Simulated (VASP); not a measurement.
Si2W:

```xyz
9
Lattice="4.6140 0.0000 0.0000 -2.3070 3.9958 0.0000 0.0000 0.0000 6.6465" Properties=species:S:1:pos:R:3 pbc="T T T"
Si    2.3070    2.6880    3.3232
Si   -1.1744    3.3419    5.5387
Si    1.1744    3.3419    1.1077
Si    0.0000    1.3078    3.3232
Si    3.4813    0.6539    5.5387
Si    1.1326    0.6539    1.1077
W    -1.1535    1.9979    1.1077
W     1.1535    1.9979    5.5387
W     2.3070    0.0000    3.3232
```

```yaml
Program: VASP 6.6.1
Task: relaxation of cell and atoms
Functional: PBEsol
Potentials_or_basis: VASP PAW PBE potentials, release 64 (Si, W_sv)
Cutoff: 600 eV
k_mesh: 6 × 6 × 4
Occupations: fermi-dirac, width 0.02 eV
Spin: no spin polarisation
```

At the start: pressure -4.8 GPa; volume 13.62 Å³/atom.

Q: Where does the relaxation end?

A: Over 5 steps the energy falls by 4.5 meV/atom and the volume is 13.32 Å³/atom (-2.1 %); space group P6_222 (No. 180, to 0.1 Å) before and after.

Step by step:
```
step  energy change (eV)  largest force (eV/Å)  pressure (GPa)  volume (Å³)
   1              0.0000                0.0289           -4.81       122.54
   2              0.0937                0.0344            9.82       115.43
   3             -0.0399                0.0079           -0.04       119.97
   4             -0.0399                0.0072            0.05       119.92
   5             -0.0401                0.0037            0.05       119.91
```

Final structure:
```cif
data_structure
_symmetry_space_group_name_H-M 'P 1'
_symmetry_Int_Tables_number 1
_cell_length_a 4.5780
_cell_length_b 4.5780
_cell_length_c 6.6064
_cell_angle_alpha 90.000
_cell_angle_beta 90.000
_cell_angle_gamma 120.000
_cell_volume 119.91
loop_
_atom_site_label
_atom_site_type_symbol
_atom_site_fract_x
_atom_site_fract_y
_atom_site_fract_z
_atom_site_occupancy
Si1 Si 0.83625 0.67249 0.50000 1
Si2 Si 0.16375 0.83625 0.83333 1
Si3 Si 0.67249 0.83625 0.16667 1
Si4 Si 0.16375 0.32751 0.50000 1
Si5 Si 0.83625 0.16375 0.83333 1
Si6 Si 0.32751 0.16375 0.16667 1
W1 W 0.00000 0.50000 0.16667 1
W2 W 0.50000 0.50000 0.83333 1
W3 W 0.50000 0.00000 0.50000 1
```

Caveat: the PAW data sets were made with another functional, which shifts forces and pressure a little.
